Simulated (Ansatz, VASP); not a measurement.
## Be3Se2O in VASP and in Ansatz

```
Be Se O
1.0
     5.81612    0.00000    0.00000
    -2.90806    5.03691    0.00000
     0.00000    0.00000    3.19609
Be Se O
3 2 1
Direct
  0.00000 0.50000 0.00000
  0.50000 0.00000 0.00000
  0.50000 0.50000 0.00000
  0.33333 0.66667 0.50000
  0.66667 0.33333 0.50000
  0.00000 0.00000 0.50000
```

Change from the starting cell: species swapped into the TmB2Ir3 type (P6/mmm, No. 191).

Alike in both runs: functional PBE; k mesh 6 × 6 × 6; occupations gaussian, width 0.1 eV; collinear spin.

Ansatz relaxed the structure, and its values are those at the end. VASP's run is a single point on that final structure, the one shown.

|  | VASP | Ansatz |
| --- | --- | --- |
| version | VASP 6.6.1 | Ansatz 0.2.0 |
| potentials or method | VASP PAW PBE potentials, release 64 (Be, Se, O), cutoff 520 eV | scalar-relativistic, plane waves, PAW |
| valence electrons in the cell | 24 | 44 |

```csv
,VASP,Ansatz,Ansatz less VASP
gap on the k mesh at the Fermi level (eV),none,none,-
pressure (GPa),-0.9,0.0,+0.92
net moment per atom (μB),0.00,0.16,+0.156
size of the moment on the site where the two differ most (μB),0.00,0.98,+0.975
```

The net moments are unlike, so the other rows may belong to different states. Site moments also hang on the region over which each program counts them. A gap of «none» marks a metal or a gap that the smearing closes. VASP's potentials hold 24 valence electrons a cell and Ansatz's 44, so a difference there can come from the potentials and not from the codes.
